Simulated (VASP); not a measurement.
# TiO2 (P4_2/mnm) in VASP: a series of runs

Runs on TiO2. Level: PBEsol. Tasks: single point, relaxation of cell and atoms.

All numbers are computed with VASP 6.6.1; they aren't measurements. Logs are shortened: lines on timing, memory, paths and dates and some standing lists are left out, and cuts for length are marked.

## Step 1: The cell of the first run

The structure is tetragonal, space group P4_2/mnm (No. 136). Conventional cell: a = 4.591 Å, b = 4.591 Å, c = 2.939 Å, α = 90.00°, β = 90.00°, γ = 90.00°. Ti (site symmetry mmm) has 6 O at 1.94 to 1.98 Å within 2.6 Å. O (site symmetry m2m) has 3 Ti at 1.94 to 1.98 Å and 1 O at 2.54 Å within 2.6 Å.

## Step 2: Single point, PBEsol

INCAR

```
SYSTEM = TiO2
PREC = Accurate
ENCUT = 520
EDIFF = 1E-6
ISMEAR = 0
SIGMA = 0.02
LREAL = .False.
LASPH = .True.
NELM = 60
ALGO = Normal
ISIF = 2
LWAVE = .False.
LCHARG = .True.
GGA = PS
LELF = .True.
LVHAR = .True.
NBANDS = 33
```

KPOINTS

```
Automatic mesh
0
Gamma
  6 6 10
  0 0 0
```

POSCAR

```
TiO2
1.0
    4.5912433367      0.0000000000      0.0000000000
    0.0000000000      4.5912433367      0.0000000000
    0.0000000000      0.0000000000      2.9390134848
Ti O
2 4
Direct
    0.5000000000      0.5000000000      0.0000000000
    0.0000000000      0.0000000000      0.5000000000
    0.6955605272      0.6955605272      0.5000000000
    0.8044394728      0.1955605272      0.0000000000
    0.1955605272      0.8044394728      0.0000000000
    0.3044394728      0.3044394728      0.5000000000
```

Potentials or basis: VASP PAW PBE potentials, release 64 (Ti_sv, O).

Started as:

```bash
cat potpaw_PBE.64/Ti_sv/POTCAR potpaw_PBE.64/O/POTCAR > POTCAR
mpirun -np 1 vasp_std > vasp.out
```

OUTCAR:

```text
SYSTEM = TiO2
   PREC = Accurate
   ENCUT = 520
   EDIFF = 1E-6
   ISMEAR = 0
   LREAL = .False.
   LASPH = .True.
   NELM = 60
   ISIF = 2
   GGA = PS

 ion  position               nearest neighbor table
   1  0.500  0.500  0.000-   3 1.94   6 1.94   3 1.94   6 1.94   5 1.98   4 1.98
   2  0.000  0.000  0.500-   4 1.94   5 1.94   4 1.94   5 1.94   3 1.98   6 1.98
   3  0.696  0.696  0.500-   1 1.94   1 1.94   2 1.98
   4  0.804  0.196  0.000-   2 1.94   2 1.94   1 1.98
   5  0.196  0.804  0.000-   2 1.94   2 1.94   1 1.98
   6  0.304  0.304  0.500-   1 1.94   1 1.94   2 1.98

  LATTYP: Found a simple tetragonal cell.
 ALAT       =     4.5912433367
 C/A-ratio  =     0.6401345495

  Lattice vectors:

 A1 = (   4.5912433367,   0.0000000000,   0.0000000000)
 A2 = (   0.0000000000,   4.5912433367,   0.0000000000)
 A3 = (   0.0000000000,   0.0000000000,   2.9390134848)

Analysis of symmetry for initial positions (statically):
=====================================================================
 Subroutine PRICEL returns:
 Original cell was already a primitive cell.

 Routine SETGRP: Setting up the symmetry group for a
 simple tetragonal supercell.

 Subroutine GETGRP returns: Found 16 space group operations
 (whereof  8 operations were pure point group operations)
 out of a pool of 16 trial point group operations.

The static configuration has the point symmetry D_2h.
 The point group associated with its full space group is D_4h.

Analysis of symmetry for dynamics (positions and initial velocities):
=====================================================================
 Subroutine PRICEL returns:
 Original cell was already a primitive cell.

 Routine SETGRP: Setting up the symmetry group for a
 simple tetragonal supercell.

 Subroutine GETGRP returns: Found 16 space group operations
 (whereof  8 operations were pure point group operations)
 out of a pool of 16 trial point group operations.

The dynamic configuration has the point symmetry D_2h.
 The point group associated with its full space group is D_4h.

 Subroutine INISYM returns: Found 16 space group operations
 (whereof  8 operations are pure point group operations),
 and found     1 'primitive' translations

----------------------------------------------------------------------------------------
[... 101 lines left out ...]
   EDIFF  = 0.1E-05   stopping-criterion for ELM
   LREAL  =      F    real-space projection
   EDIFFG = 0.1E-04   stopping-criterion for IOM
   NSW    =      0    number of steps for IOM
   IBRION =     -1    ionic relax: 0-MD 1-quasi-New 2-CG
   NFREE  =      0    steps in history (QN), initial steepest desc. (CG)
   ISIF   =      2    stress and relaxation
   ISYM   =      2    0-nonsym 1-usesym 2-fastsym
   POTIM  = 0.5000    time-step for ionic-motion
   TEBEG  =    0.0;   TEEND  =   0.0 temperature during run
   PSTRESS=    0.0 pullay stress
   NELECT =      48.0000    total number of electrons
   NUPDOWN=      -1.0000    fix difference up-down
   EMIN   =  10.00;   EMAX   =-10.00  energy-range for DOS
   EFERMI =   0.00;   METHOD = LEGACY
   ISMEAR =     0;   SIGMA  =   0.02  broadening in eV -4-tet -1-fermi 0-gaus
   EFERMI_NEDOS =   21; number of points for ismear=-14 and -15
   IALGO  =     38    algorithm
   IMIX   =      4    mixing-type and parameters
     AMIX     =   0.40;   BMIX     =  1.00
     AMIX_MAG =   1.60;   BMIX_MAG =  1.00
  volume/ion in A,a.u.               =      10.33        69.68
  Fermi-wavevector in a.u.,A,eV,Ry     =   1.503608  2.841406 30.760538  2.260836
  Thomas-Fermi vector in A             =   2.614696
   LORBIT       =      0    0 simple, 1 ext, 2 COOP (PROOUT), +10 PAW based schemes
   GGA     = PS    functional components
   LHFCALC =     F    Hartree Fock is set to
   AEXX    =    0.0000 exact exchange contribution
   IVDW    =     0    specifies the selected vdW correction
   LEPSILON=     F    determine dielectric tensor
   LRPA    =     F    only Hartree local field effects (RPA)
 non-spin polarized calculation
 Gauss-broadening in eV      SIGMA  =   0.02
  energy-cutoff  :      520.00
  volume of cell :       61.95
 maximum number of plane-waves:      1696
 NGX is ok and might be reduce to    36
   NGX = 17   NGY = 17   NGZ = 11

 number of electron      48.0000020 magnetization

 Free energy of the ion-electron system (eV)
  ---------------------------------------------------
  ext. energy  EPLUGINS =         0.00000000
  ---------------------------------------------------
  free energy    TOTEN  =       -56.09834041 eV

  energy without entropy =      -56.09834041  energy(sigma->0) =      -56.09834041

 E-fermi :   5.0041     XC(G=0): -11.7426

 val. band max:        4.8011797341   @ k =   0.0000   0.0000   0.0000
 cond. band min:       6.6423636109   @ k =   0.0000   0.0000   0.0000
 fundamental gap:      1.8411838768
 Fermi energy:         5.0040636007

 k-point     1 :       0.0000    0.0000    0.0000
  band No.  band energies     occupation
      1     -51.8214      2.00000
      2     -51.8031      2.00000
      3     -28.2522      2.00000
      4     -28.2522      2.00000
      5     -28.0776      2.00000
      6     -28.0776      2.00000
[... 853 lines left out ...]
     32      10.2205      0.00000
     33      11.4104      0.00000

 [... further k-points ...]

------------------------ aborting loop because EDIFF is reached ----------------------------------------

  FORCE on cell =-STRESS in cart. coord.  units (eV):
  Direction    XX          YY          ZZ          XY          YZ          ZX
  --------------------------------------------------------------------------------------
  -------------------------------------------------------------------------------------
  Total        0.2214913      0.2214913      0.3354500      0.0000000      0.0000000      0.0000000
  in kB        5.7280265      5.7280265      8.6751332      0.0000000      0.0000000      0.0000000
  external PRESSURE =       6.7103954 kB  Pullay stress =       0.0000000 kB

 VOLUME and BASIS-vectors are now :
 -----------------------------------------------------------------------------
  energy-cutoff  :      520.00
  volume of cell :       61.95
      direct lattice vectors                 reciprocal lattice vectors
     4.591243337  0.000000000  0.000000000     0.217805925  0.000000000  0.000000000
     0.000000000  4.591243337  0.000000000     0.000000000  0.217805925  0.000000000
     0.000000000  0.000000000  2.939013485     0.000000000  0.000000000  0.340250225

 POSITION                                       TOTAL-FORCE (eV/Angst)
 -----------------------------------------------------------------------------------
      2.29562      2.29562      0.00000         0.000000      0.000000      0.000000
      0.00000      0.00000      1.46951         0.000000      0.000000      0.000000
      3.19349      3.19349      1.46951         0.017680      0.017680      0.000000
      3.69338      0.89787      0.00000        -0.017680      0.017680      0.000000
      0.89787      3.69338      0.00000         0.017680     -0.017680      0.000000
      1.39776      1.39776      1.46951        -0.017680     -0.017680      0.000000
 -----------------------------------------------------------------------------------
    total drift:                                0.000000      0.000000      0.000000

  FREE ENERGIE OF THE ION-ELECTRON SYSTEM (eV)
  ---------------------------------------------------
  free  energy   TOTEN  =       -56.0983404119 eV

  energy  without entropy=      -56.0983404119  energy(sigma->0) =      -56.09834041
```

It took 45 s on 1 thread of Intel Xeon 6975P-C (Granite Rapids), shared host; peak memory 0.23 GiB.

Results:

| Property | Result |
| --- | --- |
| Free energy | -56.0983 eV |
| Pressure | 0.7 GPa |
| Largest force | 0.025 eV/Å |
| Band gap on the k mesh | 1.84 eV |

Forces on the atoms (eV/Å):
```
Ti   0.000  0.000  0.000
Ti   0.000  0.000  0.000
O    0.018  0.018  0.000
O   -0.018  0.018  0.000
O    0.018 -0.018  0.000
O   -0.018 -0.018  0.000
```

Caveat: the PAW data sets were made with another functional, which shifts forces and pressure a little. A k mesh can miss the band edges.

## Step 3: Relaxation of cell and atoms, PBEsol

This run uses another cell than the first one, of 10.44 Å³/atom.

INCAR

```
SYSTEM = TiO2
PREC = Accurate
ENCUT = 600
EDIFF = 1E-6
ISMEAR = 0
SIGMA = 0.02
LREAL = .FALSE.
LASPH = .TRUE.
NELM = 60
ALGO = Normal
ISIF = 3
LWAVE = .FALSE.
LCHARG = .FALSE.
GGA = PS
IBRION = 2
NSW = 100
EDIFFG = -0.005
```

KPOINTS

```
Automatic mesh
0
G
  6 6 10
  0 0 0
```

POSCAR

```
TiO2
1.0
    4.5998373200      0.0000000000      0.0000000000
    0.0000000000      4.5998373200      0.0000000000
    0.0000000000      0.0000000000      2.9592135600
Ti O
2 4
Direct
    0.5000000000      0.5000000000      0.0000000000
    0.0000000000      0.0000000000      0.5000000000
    0.6956786800      0.6956786800      0.5000000000
    0.8043213200      0.1956786800      0.0000000000
    0.1956786800      0.8043213200      0.0000000000
    0.3043213200      0.3043213200      0.5000000000
```

Potentials or basis: VASP PAW PBE potentials, release 64 (Ti_sv, O).

Started as:

```bash
cat potpaw_PBE.64/Ti_sv/POTCAR potpaw_PBE.64/O/POTCAR > POTCAR
mpirun -np 1 vasp_std > vasp.out
```

Run time: 2.6 min. Hardware: 1 thread of Intel Xeon 6975P-C (Granite Rapids), shared host; peak memory 0.26 GiB.

Results (log left out):

```
Free energy                           : -56.1084 eV
Relaxed volume                        : 10.34 Å³/atom
Relaxed cell                          : a = 4.593 Å, b = 4.593 Å, c = 2.941 Å, α = 90.00°, β = 90.00°, γ = 90.00°
Space group after relaxing (to 0.1 Å) : P4_2/mnm (No. 136)
Energy gained by relaxing             : 0.9 meV/atom
Ionic steps                           : 5
Pressure after relaxing               : 0.0 GPa
Largest force after relaxing          : 0.004 eV/Å
Band gap on the k mesh                : 1.83 eV
```

Forces on the atoms (eV/Å):
```
Ti   0.000  0.000  0.000
Ti   0.000  0.000  0.000
O   -0.003 -0.003  0.000
O    0.003 -0.003  0.000
O   -0.003  0.003  0.000
O    0.003  0.003  0.000
```

The path:
```
step  energy change (eV)  largest force (eV/Å)  pressure (GPa)  volume (Å³)
   1              0.0000                0.0479           -2.35        62.61
   2              0.0042                0.1179            3.49        61.23
   3             -0.0050                0.0192            0.06        62.02
   4             -0.0052                0.0027            0.03        62.04
   5             -0.0052                0.0043            0.00        62.05
```

Final structure:
```
Ti O
1.0
     4.59287    0.00000    0.00000
     0.00000    4.59287    0.00000
     0.00000    0.00000    2.94137
Ti O
2 4
Direct
  0.50000 0.50000 0.00000
  0.00000 0.00000 0.50000
  0.69571 0.69571 0.50000
  0.80429 0.19571 0.00000
  0.19571 0.80429 0.00000
  0.30429 0.30429 0.50000
```

Levels at points of the mesh, in eV from the valence-band top:
| k point | band 22 | band 23 | band 24 | band 25 | band 26 | band 27 |
| --- | --- | --- | --- | --- | --- | --- |
| (0.00, 0.00, 0.00) | -0.46 | -0.46 | 0.00 | 1.83 | 2.11 | 2.41 |
| (0.50, 0.00, 0.00) | -1.64 | -0.76 | -0.76 | 2.51 | 2.51 | 3.04 |
| (0.50, 0.50, 0.00) | -1.30 | -1.09 | -1.09 | 1.87 | 1.87 | 2.53 |
| (0.00, 0.00, 0.50) | -2.43 | -1.45 | -1.45 | 2.98 | 2.98 | 3.22 |
| (0.50, 0.00, 0.50) | -2.08 | -1.06 | -1.06 | 1.88 | 1.88 | 3.25 |
| (0.50, 0.50, 0.50) | -1.31 | -0.68 | -0.68 | 2.59 | 2.59 | 3.20 |

Caveat: the PAW data sets were made with another functional, which shifts forces and pressure a little.
